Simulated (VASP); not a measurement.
A run of VASP 6.6.1:

POSCAR

```
K2Ti
1.0
    3.1998950000      5.5423790000      0.0000000000
   -3.1998950000      5.5423790000      0.0000000000
    0.0000000000      0.0000000000     10.4309230000
Ti K
4 8
Direct
    0.3333000000      0.3334000000      0.0670000000
    0.6666000000      0.6667000000      0.5670000000
    0.3333000000      0.3334000000      0.4330000000
    0.6667000000      0.6667000000      0.9330000000
    0.8293000000      0.8293000000      0.2500000000
    0.1707000000      0.6586000000      0.7500000000
    0.3414000000      0.8293000000      0.2500000000
    0.1707000000      0.1707000000      0.7500000000
    0.8293000000      0.3414000000      0.2500000000
    0.6586000000      0.1707000000      0.7500000000
    0.0000000000      0.0000000000      0.0000000000
    0.0000000000      0.0000000000      0.5000000000
```

Contents of INCAR.step1:

```
SYSTEM = K2Ti
ALGO     = Normal         ! electronic algorithm
EDIFF    = 1E-6           ! SCF threshold, eV
ENCUT    = 520            ! plane-wave cutoff, eV
GGA      = PE             ! functional
ISIF     = 2              ! what is computed and relaxed
ISMEAR   = -1             ! smearing method
KPAR     = 4            
LASPH    = .True.         ! aspherical terms in the spheres
LCHARG   = .True.         ! write CHGCAR
LMAXMIX  = 4              ! l up to which the mixer works
LREAL    = .False.        ! projectors in reciprocal space
LWAVE    = .False.        ! write WAVECAR
NBANDS   = 72             ! bands
NELM     = 100            ! most SCF steps
PREC     = Accurate       ! precision mode
SIGMA    = 0.0561         ! smearing width, eV
```

Contents of KPOINTS.step1:

```
k-points
0
Gamma
  6 6 4
  0 0 0
```

INCAR.step2

```
SYSTEM = K2Ti
ALGO     = Normal         ! electronic algorithm
EDIFF    = 1E-6           ! SCF threshold, eV
ENCUT    = 520            ! plane-wave cutoff, eV
GGA      = PE             ! functional
ICHARG   = 11             ! starting density
ISIF     = 2              ! what is computed and relaxed
ISMEAR   = -5             ! smearing method
KPAR     = 4            
LASPH    = .True.         ! aspherical terms in the spheres
LCHARG   = .False.        ! write CHGCAR
LMAXMIX  = 4              ! l up to which the mixer works
LORBIT   = 11             ! projections on sites
LREAL    = .False.        ! projectors in reciprocal space
LWAVE    = .False.        ! write WAVECAR
NEDOS    = 2001           ! points of the DOS
NELM     = 100            ! most SCF steps
PREC     = Accurate       ! precision mode
SIGMA    = 0.0561         ! smearing width, eV
```

Contents of KPOINTS.step2:

```
k-points
0
Gamma
  9 9 6
  0 0 0
```

Potentials or basis: VASP PAW PBE potentials, release 64 (Ti_sv, K_sv).

The run is started by

```console
$ cat potpaw_PBE.64/Ti_sv/POTCAR potpaw_PBE.64/K_sv/POTCAR > POTCAR
$ cp INCAR.step1 INCAR
$ cp KPOINTS.step1 KPOINTS
$ mpirun -np 4 vasp_std > vasp.out
$ cp INCAR.step2 INCAR
$ cp KPOINTS.step2 KPOINTS
$ mpirun -np 4 vasp_std > vasp.out
```

Hardware: 4 MPI ranks on AMD EPYC 9R45 96-Core Processor (Zen 5), on a shared host.

Task: Estimate the wall time of this run.

Result: It took 15 min on 4 MPI ranks on AMD EPYC 9R45 96-Core Processor (Zen 5), with other jobs on the host, peak memory 2.2 GiB a rank. Counts: k points 140.
